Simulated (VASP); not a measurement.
A run of VASP 6.6.1 is set up as follows.

INCAR

```
SYSTEM = SbMo
PREC = Accurate
ENCUT = 520
EDIFF = 1E-6
ISMEAR = 0
SIGMA = 0.05
LREAL = .FALSE.
LASPH = .TRUE.
NELM = 80
ALGO = Normal
ISIF = 2
LWAVE = .FALSE.
LCHARG = .TRUE.
GGA = PS
LELF = .TRUE.
LVHAR = .TRUE.
NBANDS = 16
```

File KPOINTS:

```
Automatic mesh
0
G
  10 10 10
  0 0 0
```

POSCAR

```
SbMo
1.0
    0.0000000000      2.7433840107      2.7433840107
    2.7433840107      0.0000000000      2.7433840107
    2.7433840107      2.7433840107      0.0000000000
Mo Sb
1 1
Direct
    0.5000000000      0.5000000000      0.5000000000
    0.0000000000      0.0000000000      0.0000000000
```

Potentials or basis: VASP PAW PBE potentials, release 64 (Mo_sv, Sb).

Command:

```console
$ cat potpaw_PBE.64/Mo_sv/POTCAR potpaw_PBE.64/Sb/POTCAR > POTCAR
$ mpirun -np 1 vasp_std > vasp.out
```

**Question.** Estimate the pressure.

**Answer.** -2.6 GPa.

Caveat: the PAW data sets were made with another functional, which shifts forces and pressure a little.
